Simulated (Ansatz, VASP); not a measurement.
# PCS4 in VASP and in Ansatz

```
P C S
1.0
     3.06903    0.00000    0.00000
     0.00000    3.06903    0.00000
     0.00000    0.00000    9.87943
P C S
1 1 4
Direct
  0.00000 0.00000 0.00000
  0.50000 0.50000 0.50000
  0.50000 0.50000 0.14720
  0.00000 0.00000 0.60422
  0.00000 0.00000 0.39578
  0.50000 0.50000 0.85280
```

Change from the starting cell: species swapped into the Ti4CuAg type (P4/mmm, No. 123).

Alike in both runs: functional PBE; dispersion D3(BJ); k mesh 12 × 12 × 4; occupations gaussian, width 0.1 eV; no spin polarisation.

Ansatz relaxed the structure, and its values are those at the end. VASP's run is a single point on that final structure, the one shown.

```csv
,VASP,Ansatz
version,VASP 6.6.1,Ansatz 0.2.0
potentials or method,"VASP PAW PBE potentials, release 64 (P, C, S), cutoff 520 eV","scalar-relativistic, plane waves, PAW"
valence electrons in the cell,33,33
```

|  | VASP | Ansatz | Ansatz less VASP |
| --- | --- | --- | --- |
| gap on the k mesh at the Fermi level (eV) | none | none | - |
| pressure (GPa) | -0.2 | 0.0 | +0.27 |
| rms of the force components (eV/Å) | 0.041 | 0.001 | -0.0403 |

A gap of «none» marks a metal or a gap that the smearing closes. Ansatz's warnings: dispersion switch in reach, relaxed geometry near dispersion switch.
